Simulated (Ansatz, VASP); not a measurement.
# TlCl: VASP beside Ansatz

```
CELL_PARAMETERS angstrom
3.83883 0.00000 0.00000
0.00000 3.83883 0.00000
0.00000 0.00000 3.83883
ATOMIC_POSITIONS crystal
Tl 0.00000 0.00000 0.00000
Cl 0.50000 0.50000 0.50000
```

Alike in both runs: task single point; functional HSE06; k mesh 4 × 4 × 4; no spin polarisation.

```csv
,VASP,Ansatz
version,VASP 6.6.1,Ansatz 0.2.0
potentials or method,"VASP PAW PBE potentials, release 64 (Tl_d, Cl)",plane waves
plane-wave cutoff (eV),400,420
occupations,"gaussian, width 0.01 eV",fixed
valence electrons in the cell,20,20
```

|  | VASP | Ansatz | Ansatz less VASP |
| --- | --- | --- | --- |
| gap on the k mesh at the Fermi level (eV) | 2.85 | 2.85 | -0.005 |
| pressure (GPa) | 0.8 | 0.9 | +0.11 |

Ansatz's warnings: stress exchange threshold loose, stress scf threshold loose.

Neither program's run includes spin-orbit coupling.
